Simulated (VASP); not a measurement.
# Ga (Cmcm) in VASP: further runs

Ga is run at these levels: PBE, LDA, PBEsol; tasks: single point.

Program: VASP 6.6.1. These are calculated values, not measurements. Logs are shortened: lines on timing, memory, paths and dates and some standing lists are left out, and cuts for length are marked.

## Step 1: The cell of the first run

It takes space group Cmcm (No. 63, orthorhombic). Conventional cell: a = 2.919 Å, b = 8.184 Å, c = 3.191 Å, α = 90.00°, β = 90.00°, γ = 90.00°. Ga (site symmetry m2m) has 10 Ga at 2.70 to 3.19 Å within 3.6 Å.

## Step 2: Single point, PBE (volume scaled by 1.02)

Contents of INCAR:

```
PREC = Accurate ; ENCUT = 520
EDIFF = 1E-6 ; ISMEAR = -1
SIGMA = 0.05 ; LREAL = F
LASPH = T ; NELM = 100
ALGO = Fast ; ISIF = 2
LWAVE = F ; LCHARG = F
GGA = PE ; NBANDS = 20
```

Contents of KPOINTS:

```
Automatic mesh
0
Gamma
  10 10 8
```

Contents of POSCAR:

```
Ga
1.0
    1.4596029289     -4.0919213144      0.0000000000
    1.4596029289      4.0919213144      0.0000000000
    0.0000000000      0.0000000000      3.1909939893
Ga
2
Direct
    0.1330000000      0.8670000000      0.7500000000
    0.8670000000      0.1330000000      0.2500000000
```

Potentials or basis: VASP PAW PBE potentials, release 64 (Ga_d).

Launch:

```sh
> cat potpaw_PBE.64/Ga_d/POTCAR > POTCAR
> mpirun -np 1 vasp_std > vasp.out
```

OUTCAR:

```text
PREC = Accurate
   ENCUT = 520
   EDIFF = 1E-6
   ISMEAR = -1
   LREAL = F
   LASPH = T
   NELM = 100
   ISIF = 2
   GGA = PE

 ion  position               nearest neighbor table
   1  0.133  0.867  0.750-   2 2.70   2 2.70   2 2.89   2 2.89   2 2.89   2 2.89
   2  0.867  0.133  0.250-   1 2.70   1 2.70   1 2.89   1 2.89   1 2.89   1 2.89

  LATTYP: Found a base centered orthorhombic cell.
 ALAT       =     2.9192058578
 B/A-ratio  =     2.8034482758
 C/A-ratio  =     1.0931034482

  Lattice vectors:

 A1 = (   1.4596029289,  -4.0919213144,   0.0000000000)
 A2 = (   1.4596029289,   4.0919213144,   0.0000000000)
 A3 = (   0.0000000000,   0.0000000000,   3.1909939893)

Analysis of symmetry for initial positions (statically):
=====================================================================
 Subroutine PRICEL returns:
 Original cell was already a primitive cell.

 Routine SETGRP: Setting up the symmetry group for a
 base centered orthorhombic supercell.

 Subroutine GETGRP returns: Found  8 space group operations
 (whereof  4 operations were pure point group operations)
 out of a pool of  8 trial point group operations.

The static configuration has the point symmetry C_2h.
 The point group associated with its full space group is D_2h.

Analysis of symmetry for dynamics (positions and initial velocities):
=====================================================================
 Subroutine PRICEL returns:
 Original cell was already a primitive cell.

 Routine SETGRP: Setting up the symmetry group for a
 base centered orthorhombic supercell.

 Subroutine GETGRP returns: Found  8 space group operations
 (whereof  4 operations were pure point group operations)
 out of a pool of  8 trial point group operations.

The dynamic configuration has the point symmetry C_2h.
 The point group associated with its full space group is D_2h.

 Subroutine INISYM returns: Found  8 space group operations
 (whereof  4 operations are pure point group operations),
 and found     1 'primitive' translations

----------------------------------------------------------------------------------------

                                     Primitive cell

  volume of cell :      38.1169

  direct lattice vectors                    reciprocal lattice vectors
     1.459602929 -4.091921314  0.000000000     0.342558918 -0.122191988  0.000000000
     1.459602929  4.091921314  0.000000000     0.342558918  0.122191988  0.000000000
     0.000000000  0.000000000  3.190993989     0.000000000  0.000000000  0.313381975

  length of vectors
     4.344451721  4.344451721  3.190993989     0.363699731  0.363699731  0.313381975

  position of ions in fractional coordinates (direct lattice)
     0.133000000  0.867000000  0.750000000
     0.867000000  0.133000000  0.250000000

  ion indices of the primitive-cell ions
   primitive index   ion index
                 1           1
                 2           2

----------------------------------------------------------------------------------------

 KPOINTS: Automatic mesh

Automatic generation of k-mesh.
 Grid dimensions read from file:
 generate k-points for:   10   10    8

 Generating k-lattice:

  Cartesian coordinates                     Fractional coordinates (reciprocal lattice)
     0.034255892 -0.012219199  0.000000000     0.100000000  0.000000000  0.000000000
     0.034255892  0.012219199  0.000000000     0.000000000  0.100000000  0.000000000
     0.000000000  0.000000000  0.039172747     0.000000000  0.000000000  0.125000000

  Length of vectors
     0.036369973  0.036369973  0.039172747

  Shift w.r.t. Gamma in fractional coordinates (k-lattice)
     0.000000000  0.000000000  0.000000000

 Subroutine IBZKPT returns following result:
 ===========================================

 Found    155 irreducible k-points:

 Following reciprocal coordinates:
            Coordinates               Weight
  0.000000  0.000000  0.000000      1.000000
  0.100000  0.000000  0.000000      4.000000
  0.200000  0.000000  0.000000      4.000000
  0.300000  0.000000  0.000000      4.000000
  0.400000  0.000000  0.000000      4.000000
  0.500000  0.000000  0.000000      2.000000
[... 16 lines left out ...]
  0.300000  0.300000  0.000000      2.000000
  0.400000  0.300000  0.000000      4.000000
 [... further k-points ...]
   k-points           NKPTS =    155   k-points in BZ     NKDIM =    155   number of bands    NBANDS=     20
   number of dos      NEDOS =    301   number of ions     NIONS =      2
   total plane-waves  NPLWV =  24576
   dimension x,y,z NGX =    32 NGY =   32 NGZ =   24
   dimension x,y,z NGXF=    64 NGYF=   64 NGZF=   48
   ions per type =               2
   NGX,Y,Z   is equivalent  to a cutoff of  12.25, 12.25, 12.50 a.u.
   NGXF,Y,Z  is equivalent  to a cutoff of  24.49, 24.49, 25.01 a.u.
 SYSTEM =  unknown system
   PREC   = accura    normal or accurate (medium, high low for compatibility)
   ISTART =      0    job   : 0-new  1-cont  2-samecut
   ICHARG =      2    charge: 1-file 2-atom 10-const
   ISPIN  =      1    spin polarized calculation?
   LNONCOLLINEAR =      F non collinear calculations
   LSORBIT =      F    spin-orbit coupling
   LASPH  =      T    aspherical Exc in radial PAW
   ENCUT  =  520.0 eV  38.22 Ry    6.18 a.u.   8.08  8.08  5.93*2*pi/ulx,y,z
   NELM   =    100;   NELMIN=  2; NELMDL= -5     # of ELM steps
   EDIFF  = 0.1E-05   stopping-criterion for ELM
   LREAL  =      F    real-space projection
   EDIFFG = 0.1E-04   stopping-criterion for IOM
   NSW    =      0    number of steps for IOM
   IBRION =     -1    ionic relax: 0-MD 1-quasi-New 2-CG
   NFREE  =      0    steps in history (QN), initial steepest desc. (CG)
   ISIF   =      2    stress and relaxation
   ISYM   =      2    0-nonsym 1-usesym 2-fastsym
   POTIM  = 0.5000    time-step for ionic-motion
   TEBEG  =    0.0;   TEEND  =   0.0 temperature during run
   PSTRESS=    0.0 pullay stress
   NELECT =      26.0000    total number of electrons
   NUPDOWN=      -1.0000    fix difference up-down
   EMIN   =  10.00;   EMAX   =-10.00  energy-range for DOS
   EFERMI =   0.00;   METHOD = LEGACY
   ISMEAR =    -1;   SIGMA  =   0.05  broadening in eV -4-tet -1-fermi 0-gaus
   EFERMI_NEDOS =   21; number of points for ismear=-14 and -15
   IALGO  =     68    algorithm
   IMIX   =      4    mixing-type and parameters
     AMIX     =   0.40;   BMIX     =  1.00
     AMIX_MAG =   1.60;   BMIX_MAG =  1.00
  volume/ion in A,a.u.               =      19.06       128.61
  Fermi-wavevector in a.u.,A,eV,Ry     =   1.441097  2.723279 28.256052  2.076761
  Thomas-Fermi vector in A             =   2.559768
   LORBIT       =      0    0 simple, 1 ext, 2 COOP (PROOUT), +10 PAW based schemes
   GGA     = PE    functional components
   LHFCALC =     F    Hartree Fock is set to
   AEXX    =    0.0000 exact exchange contribution
   IVDW    =     0    specifies the selected vdW correction
   LEPSILON=     F    determine dielectric tensor
   LRPA    =     F    only Hartree local field effects (RPA)
 non-spin polarized calculation
 RMM-DIIS sequential band-by-band and
  energy-cutoff  :      520.00
  volume of cell :       38.12
 maximum number of plane-waves:      1044
   NGX = 17   NGY = 17   NGZ = 11

 number of electron      26.0000012 magnetization

 Free energy of the ion-electron system (eV)
  ---------------------------------------------------
  ext. energy  EPLUGINS =         0.00000000
  ---------------------------------------------------
  free energy    TOTEN  =        -5.79116747 eV

  energy without entropy =       -5.78787193  energy(sigma->0) =       -5.78951970

 E-fermi :   5.3963     XC(G=0): -10.9200

 val. band max:        5.3535435531   @ k =   0.5000   0.0000   0.3750
 cond. band min:       5.4163792580   @ k =  -0.1000   0.1000   0.0000
 fundamental gap:      0.0628357048
 Fermi energy:         5.3963489516

 k-point     1 :       0.0000    0.0000    0.0000
  band No.  band energies     occupation
      1      -9.6981      2.00000
      2      -9.6766      2.00000
      3      -9.6131      2.00000
      4      -9.5972      2.00000
      5      -9.4177      2.00000
      6      -9.4031      2.00000
[... 12 lines left out ...]
     19      16.5476      0.00000
     20      17.0922      0.00000

 k-point     2 :       0.1000    0.0000    0.0000
  band No.  band energies     occupation
      1      -9.6884      2.00000
      2      -9.6706      2.00000
      3      -9.6065      2.00000
      4      -9.5636      2.00000
      5      -9.4285      2.00000
      6      -9.4147      2.00000
[... 12 lines left out ...]
     19      17.2479      0.00000
     20      18.8280      0.00000

 k-point     3 :       0.2000    0.0000    0.0000
  band No.  band energies     occupation
      1      -9.6638      2.00000
      2      -9.6552      2.00000
      3      -9.5780      2.00000
      4      -9.5090      2.00000
      5      -9.4462      2.00000
      6      -9.4424      2.00000
[... 12 lines left out ...]
     19      17.6076      0.00000
     20      21.3425      0.00000

 k-point     4 :       0.3000    0.0000    0.0000
  band No.  band energies     occupation
      1      -9.6371      2.00000
      2      -9.6354      2.00000
      3      -9.5521      2.00000
      4      -9.5273      2.00000
      5      -9.4875      2.00000
      6      -9.4011      2.00000
[... 12 lines left out ...]
     19      17.6229      0.00000
     20      19.3577      0.00000

 k-point     5 :       0.4000    0.0000    0.0000
  band No.  band energies     occupation
      1      -9.6234      2.00000
      2      -9.6232      2.00000
      3      -9.5540      2.00000
      4      -9.5360      2.00000
      5      -9.5233      2.00000
      6      -9.4080      2.00000
[... 12 lines left out ...]
     19      16.0791      0.00000
     20      18.4984      0.00000
[... 353 lines left out ...]
      6      -9.4406      2.00000
[... 12 lines left out ...]
     19      15.8044      0.00000
     20      17.5658      0.00000

 k-point    22 :      -0.2000    0.2000    0.0000
  band No.  band energies     occupation
      1      -9.6917      2.00000
      2      -9.6485      2.00000
      3      -9.6375      2.00000
      4      -9.5338      2.00000
      5      -9.4653      2.00000
      6      -9.4230      2.00000
[... 12 lines left out ...]
     19      15.8731      0.00000
     20      15.9472      0.00000

 k-point    23 :       0.3000    0.3000    0.0000
  band No.  band energies     occupation
      1      -9.6284      2.00000
      2      -9.6148      2.00000
      3      -9.5684      2.00000
      4      -9.4784      2.00000
      5      -9.4672      2.00000
      6      -9.4398      2.00000
[... 12 lines left out ...]
     19      15.7399      0.00000
     20      17.4881      0.00000

 k-point    24 :       0.4000    0.3000    0.0000
  band No.  band energies     occupation
      1      -9.6240      2.00000
      2      -9.5870      2.00000
      3      -9.5555      2.00000
      4      -9.5203      2.00000
      5      -9.4678      2.00000
      6      -9.4599      2.00000
[... 12 lines left out ...]
     19      15.1803      0.00000
     20      16.9121      0.00000

 [... further k-points ...]
[... 5 lines left out ...]
  --------------------------------------------------------------------------------------
  -------------------------------------------------------------------------------------
  Total       -0.2477109      0.2220990      0.3809643      0.0000000      0.0000000      0.0000000
  in kB      -10.4120850      9.3355347     16.0131552      0.0000000      0.0000000      0.0000000
  external PRESSURE =       4.9788683 kB  Pullay stress =       0.0000000 kB

 VOLUME and BASIS-vectors are now :
 -----------------------------------------------------------------------------
  energy-cutoff  :      520.00
  volume of cell :       38.12
      direct lattice vectors                 reciprocal lattice vectors
     1.459602929 -4.091921314  0.000000000     0.342558918 -0.122191988  0.000000000
     1.459602929  4.091921314  0.000000000     0.342558918  0.122191988  0.000000000
     0.000000000  0.000000000  3.190993989     0.000000000  0.000000000  0.313381975

 POSITION                                       TOTAL-FORCE (eV/Angst)
 -----------------------------------------------------------------------------------
      1.45960      3.00347      2.39325         0.000000     -0.208767      0.000000
      1.45960     -3.00347      0.79775         0.000000      0.208767     -0.000000
 -----------------------------------------------------------------------------------
    total drift:                                0.000000      0.000000     -0.000000

  FREE ENERGIE OF THE ION-ELECTRON SYSTEM (eV)
  ---------------------------------------------------
  free  energy   TOTEN  =        -5.7911674710 eV

  energy  without entropy=       -5.7878719252  energy(sigma->0) =       -5.78951970
```

Wall time 34 s (1 thread of Intel Xeon 6975P-C (Granite Rapids), shared host); peak memory 0.23 GiB.

What came out:

* Free energy: -5.7912 eV
* Pressure: 0.5 GPa
* Largest force: 0.209 eV/Å
* Band gap on the k mesh: zero (band 13 reaches 10.53 eV, above the bottom of band 14 at 1.32 eV)

Forces in eV/Å, atoms in the order of the input:
```
Ga   0.000 -0.209  0.000
Ga   0.000  0.209  0.000
```

[end of part 1 of 3]
